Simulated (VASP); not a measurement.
# NaI in VASP: further runs

Runs on NaI. Level: r2SCAN. Tasks: single point.

All numbers are computed with VASP 6.6.1; they aren't measurements. Logs are shortened: lines on timing, memory, paths and dates and some standing lists are left out, and cuts for length are marked.

**1. The cell of the first run**

It takes space group Fm-3m (No. 225, cubic). Conventional cell: a = 6.376 Å, b = 6.376 Å, c = 6.376 Å, α = 90.00°, β = 90.00°, γ = 90.00°. Within 4.2 Å of Na (site symmetry m-3m) lie 6 I at 3.19 Å. Within 4.2 Å of I (site symmetry m-3m) lie 6 Na at 3.19 Å.

**2. Single point, r2SCAN (strain -0.015 along x and y, -0.015 along z)**

POSCAR

```
NaI
1.0
    0.0000000000      3.1878540000      3.1878540000
    3.1878540000      0.0000000000      3.1878540000
    3.1878540000      3.1878540000      0.0000000000
Na I
1 1
Direct
    0.0000000000      0.0000000000      0.0000000000
    0.5000000000      0.5000000000      0.5000000000
```

INCAR.step1

```
SYSTEM = NaI
  PREC = Accurate
  ENCUT = 520
  ISMEAR = 0
  SIGMA = 0.05
  LREAL = .FALSE.
  LASPH = .TRUE.
  NELM = 60
  NBANDS = 14
  GGA = PE
  ALGO = Normal
  EDIFF = 1E-4
  LWAVE = .TRUE.
  LCHARG = .FALSE.
```

INCAR.step2

```
SYSTEM = NaI
  PREC = Accurate
  ENCUT = 520
  EDIFF = 1E-6
  ISMEAR = 0
  SIGMA = 0.05
  LREAL = .FALSE.
  LASPH = .TRUE.
  NELM = 60
  ALGO = Normal
  ISIF = 2
  LWAVE = .FALSE.
  LCHARG = .FALSE.
  METAGGA = R2SCAN
  LMIXTAU = .TRUE.
  NBANDS = 14
  ISTART = 1
```

KPOINTS

```
Automatic mesh
0
G
  6 6 6
  0 0 0
```

Potentials or basis: VASP PAW PBE potentials, release 64 (Na_pv, I).

Run with:

```sh
cat potpaw_PBE.64/Na_pv/POTCAR potpaw_PBE.64/I/POTCAR > POTCAR
cp INCAR.step1 INCAR
mpirun -np 1 vasp_std > vasp.out
cp INCAR.step2 INCAR
mpirun -np 1 vasp_std > vasp.out
```

OUTCAR:

```text
SYSTEM = NaI
   PREC = Accurate
   ENCUT = 520
   EDIFF = 1E-6
   ISMEAR = 0
   LREAL = .FALSE.
   LASPH = .TRUE.
   NELM = 60
   ISIF = 2
   METAGGA = R2SCAN
   ISTART = 1

 ion  position               nearest neighbor table
   1  0.000  0.000  0.000-
   2  0.500  0.500  0.500-

  LATTYP: Found a face centered cubic cell.
 ALAT       =     6.3757080000

  Lattice vectors:

 A1 = (   0.0000000000,   3.1878540000,   3.1878540000)
 A2 = (   3.1878540000,   0.0000000000,   3.1878540000)
 A3 = (   3.1878540000,   3.1878540000,   0.0000000000)

Analysis of symmetry for initial positions (statically):
=====================================================================
 Subroutine PRICEL returns:
 Original cell was already a primitive cell.

 Routine SETGRP: Setting up the symmetry group for a
 face centered cubic supercell.

 Subroutine GETGRP returns: Found 48 space group operations
 (whereof 48 operations were pure point group operations)
 out of a pool of 48 trial point group operations.

The static configuration has the point symmetry O_h .

Analysis of symmetry for dynamics (positions and initial velocities):
=====================================================================
 Subroutine PRICEL returns:
 Original cell was already a primitive cell.

 Routine SETGRP: Setting up the symmetry group for a
 face centered cubic supercell.

 Subroutine GETGRP returns: Found 48 space group operations
 (whereof 48 operations were pure point group operations)
 out of a pool of 48 trial point group operations.

The dynamic configuration has the point symmetry O_h .

 Subroutine INISYM returns: Found 48 space group operations
 (whereof 48 operations are pure point group operations),
 and found     1 'primitive' translations

----------------------------------------------------------------------------------------

                                     Primitive cell

  volume of cell :      64.7926

  direct lattice vectors                    reciprocal lattice vectors
     0.000000000  3.187854000  3.187854000    -0.156845326  0.156845326  0.156845326
     3.187854000  0.000000000  3.187854000     0.156845326 -0.156845326  0.156845326
     3.187854000  3.187854000  0.000000000     0.156845326  0.156845326 -0.156845326

  length of vectors
     4.508306362  4.508306362  4.508306362     0.271664074  0.271664074  0.271664074

  position of ions in fractional coordinates (direct lattice)
     0.000000000  0.000000000  0.000000000
     0.500000000  0.500000000  0.500000000

  ion indices of the primitive-cell ions
   primitive index   ion index
                 1           1
                 2           2

----------------------------------------------------------------------------------------

 KPOINTS: Automatic mesh

Automatic generation of k-mesh.
 Grid dimensions read from file:
 generate k-points for:    6    6    6

 Generating k-lattice:

  Cartesian coordinates                     Fractional coordinates (reciprocal lattice)
    -0.026140888  0.026140888  0.026140888     0.166666667  0.000000000  0.000000000
     0.026140888 -0.026140888  0.026140888     0.000000000  0.166666667  0.000000000
     0.026140888  0.026140888 -0.026140888     0.000000000  0.000000000  0.166666667

  Length of vectors
     0.045277346  0.045277346  0.045277346

  Shift w.r.t. Gamma in fractional coordinates (k-lattice)
     0.000000000  0.000000000  0.000000000

 Subroutine IBZKPT returns following result:
 ===========================================

 Found     16 irreducible k-points:

 Following reciprocal coordinates:
            Coordinates               Weight
  0.000000  0.000000  0.000000      1.000000
  0.166667  0.000000  0.000000      8.000000
  0.333333  0.000000  0.000000      8.000000
  0.500000  0.000000  0.000000      4.000000
  0.166667  0.166667  0.000000      6.000000
  0.333333  0.166667  0.000000     24.000000
[... 8 lines left out ...]
 -0.333333  0.333333  0.166667     24.000000
 -0.333333  0.500000  0.166667     12.000000
   k-points           NKPTS =     16   k-points in BZ     NKDIM =     16   number of bands    NBANDS=     14
   number of dos      NEDOS =    301   number of ions     NIONS =      2
   total plane-waves  NPLWV =  46656
   dimension x,y,z NGX =    36 NGY =   36 NGZ =   36
   dimension x,y,z NGXF=    72 NGYF=   72 NGZF=   72
   ions per type =               1   1
   NGX,Y,Z   is equivalent  to a cutoff of  13.28, 13.28, 13.28 a.u.
   NGXF,Y,Z  is equivalent  to a cutoff of  26.55, 26.55, 26.55 a.u.
 SYSTEM =  NaI
   PREC   = accura    normal or accurate (medium, high low for compatibility)
   ISTART =      1    job   : 0-new  1-cont  2-samecut
   ICHARG =      0    charge: 1-file 2-atom 10-const
   ISPIN  =      1    spin polarized calculation?
   LNONCOLLINEAR =      F non collinear calculations
   LSORBIT =      F    spin-orbit coupling
   LASPH  =      T    aspherical Exc in radial PAW
   ENCUT  =  520.0 eV  38.22 Ry    6.18 a.u.   8.38  8.38  8.38*2*pi/ulx,y,z
   NELM   =     60;   NELMIN=  2; NELMDL=  0     # of ELM steps
   EDIFF  = 0.1E-05   stopping-criterion for ELM
   LREAL  =      F    real-space projection
   EDIFFG = 0.1E-04   stopping-criterion for IOM
   NSW    =      0    number of steps for IOM
   IBRION =     -1    ionic relax: 0-MD 1-quasi-New 2-CG
   NFREE  =      0    steps in history (QN), initial steepest desc. (CG)
   ISIF   =      2    stress and relaxation
   ISYM   =      2    0-nonsym 1-usesym 2-fastsym
   POTIM  = 0.5000    time-step for ionic-motion
   TEBEG  =    0.0;   TEEND  =   0.0 temperature during run
   PSTRESS=    0.0 pullay stress
   NELECT =      14.0000    total number of electrons
   NUPDOWN=      -1.0000    fix difference up-down
   EMIN   =  10.00;   EMAX   =-10.00  energy-range for DOS
   EFERMI =   0.00;   METHOD = LEGACY
   ISMEAR =     0;   SIGMA  =   0.05  broadening in eV -4-tet -1-fermi 0-gaus
   EFERMI_NEDOS =   21; number of points for ismear=-14 and -15
   IALGO  =     38    algorithm
   IMIX   =      4    mixing-type and parameters
     AMIX     =   0.40;   BMIX     =  1.00
     AMIX_MAG =   1.60;   BMIX_MAG =  1.00
  volume/ion in A,a.u.               =      32.40       218.62
  Fermi-wavevector in a.u.,A,eV,Ry     =   0.982372  1.856413 13.130354  0.965054
  Thomas-Fermi vector in A             =   2.113449
   LORBIT       =      0    0 simple, 1 ext, 2 COOP (PROOUT), +10 PAW based schemes
   METAGGA = R2SCAN    functional components
   LHFCALC =     F    Hartree Fock is set to
   AEXX    =    0.0000 exact exchange contribution
   IVDW    =     0    specifies the selected vdW correction
   LEPSILON=     F    determine dielectric tensor
   LRPA    =     F    only Hartree local field effects (RPA)
 non-spin polarized calculation
 Gauss-broadening in eV      SIGMA  =   0.05
  energy-cutoff  :      520.00
  volume of cell :       64.79
 maximum number of plane-waves:      1807
 NGX is ok and might be reduce to    36
   NGX = 17   NGY = 17   NGZ = 17

 number of electron      14.0000001 magnetization

 Free energy of the ion-electron system (eV)
  ---------------------------------------------------
  ext. energy  EPLUGINS =         0.00000000
  ---------------------------------------------------
  free energy    TOTEN  =       -31.08146752 eV

  energy without entropy =      -31.08146752  energy(sigma->0) =      -31.08146752

 E-fermi :   1.0515     XC(G=0):  -8.2645

 val. band max:        0.8059436515   @ k =   0.0000   0.0000   0.0000
 cond. band min:       5.3891692518   @ k =   0.0000   0.0000   0.0000
 fundamental gap:      4.5832256003
 Fermi energy:         1.0515082032

 k-point     1 :       0.0000    0.0000    0.0000
  band No.  band energies     occupation
      1     -22.4033      2.00000
      2     -22.4030      2.00000
      3     -22.4030      2.00000
      4     -10.6654      2.00000
      5       0.8059      2.00000
      6       0.8059      2.00000
      7       0.8059      2.00000
      8       5.3892      0.00000
      9       9.2768      0.00000
     10       9.2768      0.00000
     11       9.2768      0.00000
     12      11.2034      0.00000
     13      11.2034      0.00000
     14      11.9686      0.00000

 k-point     2 :       0.1667    0.0000    0.0000
  band No.  band energies     occupation
      1     -22.4046      2.00000
      2     -22.4033      2.00000
      3     -22.4031      2.00000
      4     -10.5764      2.00000
      5       0.0415      2.00000
      6       0.7182      2.00000
      7       0.7182      2.00000
      8       6.1883      0.00000
      9       8.8449      0.00000
     10       9.5153      0.00000
     11       9.5153      0.00000
     12      10.7563      0.00000
     13      10.7563      0.00000
     14      12.6811      0.00000

 k-point     3 :       0.3333    0.0000    0.0000
  band No.  band energies     occupation
      1     -22.4079      2.00000
      2     -22.4035      2.00000
      3     -22.4032      2.00000
      4     -10.3862      2.00000
      5      -1.0812      2.00000
      6       0.5548      2.00000
      7       0.5548      2.00000
      8       6.6133      0.00000
      9       9.1653      0.00000
     10       9.1654      0.00000
     11       9.8443      0.00000
     12      11.8498      0.00000
     13      11.8498      0.00000
     14      11.9558      0.00000

 k-point     4 :       0.5000    0.0000    0.0000
  band No.  band energies     occupation
      1     -22.4095      2.00000
      2     -22.4036      2.00000
      3     -22.4033      2.00000
      4     -10.2841      2.00000
      5      -1.5476      2.00000
      6       0.4783      2.00000
      7       0.4783      2.00000
      8       6.5165      0.00000
      9       8.9128      0.00000
     10       8.9130      0.00000
     11      10.9389      0.00000
     12      11.9868      0.00000
     13      13.9299      0.00000
     14      13.9299      0.00000

 k-point     5 :       0.1667    0.1667    0.0000
  band No.  band energies     occupation
      1     -22.4045      2.00000
      2     -22.4036      2.00000
      3     -22.4035      2.00000
      4     -10.5484      2.00000
      5       0.0501      2.00000
      6       0.5698      2.00000
      7       0.5698      2.00000
      8       6.5074      0.00000
      9       8.2159      0.00000
     10       9.6014      0.00000
     11       9.9989      0.00000
[... 140 lines left out ...]
 k-point    14 :       0.5000    0.3333    0.1667
  band No.  band energies     occupation
      1     -22.4075      2.00000
      2     -22.4052      2.00000
      3     -22.4039      2.00000
      4     -10.2708      2.00000
      5      -1.0098      2.00000
      6      -0.2042      2.00000
      7       0.2382      2.00000
      8       7.5896      0.00000
      9       8.0674      0.00000
     10       8.5635      0.00000
     11      10.7326      0.00000
     12      11.7600      0.00000
     13      13.9998      0.00000
     14      14.7440      0.00000

 k-point    15 :      -0.3333    0.3333    0.1667
  band No.  band energies     occupation
      1     -22.4075      2.00000
      2     -22.4057      2.00000
      3     -22.4044      2.00000
      4     -10.2063      2.00000
      5      -1.0610      2.00000
      6      -0.4853      2.00000
      7       0.0909      2.00000
      8       7.6264      0.00000
      9       8.1265      0.00000
     10       9.4236      0.00000
     11      10.1246      0.00000
     12      12.1463      0.00000
     13      13.7712      0.00000
     14      14.6979      0.00000

 k-point    16 :      -0.3333    0.5000    0.1667
  band No.  band energies     occupation
      1     -22.4071      2.00000
      2     -22.4057      2.00000
      3     -22.4052      2.00000
      4     -10.1821      2.00000
      5      -1.0288      2.00000
      6      -0.4127      2.00000
      7      -0.1582      2.00000
      8       6.9727      0.00000
      9       7.8023      0.00000
     10      10.1840      0.00000
     11      10.3391      0.00000
     12      13.6811      0.00000
     13      14.4198      0.00000
     14      14.4808      0.00000

------------------------ aborting loop because EDIFF is reached ----------------------------------------

  FORCE on cell =-STRESS in cart. coord.  units (eV):
  Direction    XX          YY          ZZ          XY          YZ          ZX
  --------------------------------------------------------------------------------------
  -------------------------------------------------------------------------------------
  Total        0.2624411      0.2624411      0.2624411      0.0000000      0.0000000     -0.0000000
  in kB        6.4895880      6.4895880      6.4895880      0.0000000      0.0000000     -0.0000000
  external PRESSURE =       6.4895880 kB  Pullay stress =       0.0000000 kB

 VOLUME and BASIS-vectors are now :
 -----------------------------------------------------------------------------
  energy-cutoff  :      520.00
  volume of cell :       64.79
      direct lattice vectors                 reciprocal lattice vectors
     0.000000000  3.187854000  3.187854000    -0.156845326  0.156845326  0.156845326
     3.187854000  0.000000000  3.187854000     0.156845326 -0.156845326  0.156845326
     3.187854000  3.187854000  0.000000000     0.156845326  0.156845326 -0.156845326

 POSITION                                       TOTAL-FORCE (eV/Angst)
 -----------------------------------------------------------------------------------
      0.00000      0.00000      0.00000        -0.000000      0.000000     -0.000000
      3.18785      3.18785      3.18785         0.000000     -0.000000      0.000000
 -----------------------------------------------------------------------------------
    total drift:                                0.000000      0.000000      0.000000

  FREE ENERGIE OF THE ION-ELECTRON SYSTEM (eV)
  ---------------------------------------------------
  free  energy   TOTEN  =       -31.0814675244 eV

  energy  without entropy=      -31.0814675244  energy(sigma->0) =      -31.08146752
```

It took 30 s on 1 thread of Intel Xeon 6975P-C (Granite Rapids), shared host; peak memory 0.21 GiB.

Results:

* Free energy: -31.0815 eV
* Pressure: 0.6 GPa
* Band gap on the k mesh: 4.58 eV

Levels at points of the mesh, in eV from the valence-band top:
```
           k point  band 4  band 5  band 6  band 7  band 8  band 9  band 10  band 11
(0.00, 0.00, 0.00)  -11.47    0.00    0.00    0.00    4.58    8.47     8.47     8.47
(0.50, 0.00, 0.00)  -11.09   -2.35   -0.33   -0.33    5.71    8.11     8.11    10.13
(0.50, 0.50, 0.00)  -11.00   -2.09   -0.82   -0.82    5.26    5.94    11.05    12.32
```

Caveat: the cell differs from its parent crystal (strain -0.015 along x and y, -0.015 along z); the PAW data sets were made with another functional, which shifts forces and pressure a little; spin-orbit coupling is left out, which moves the levels of the heavy elements.

(Continued in part 2 of 3.)
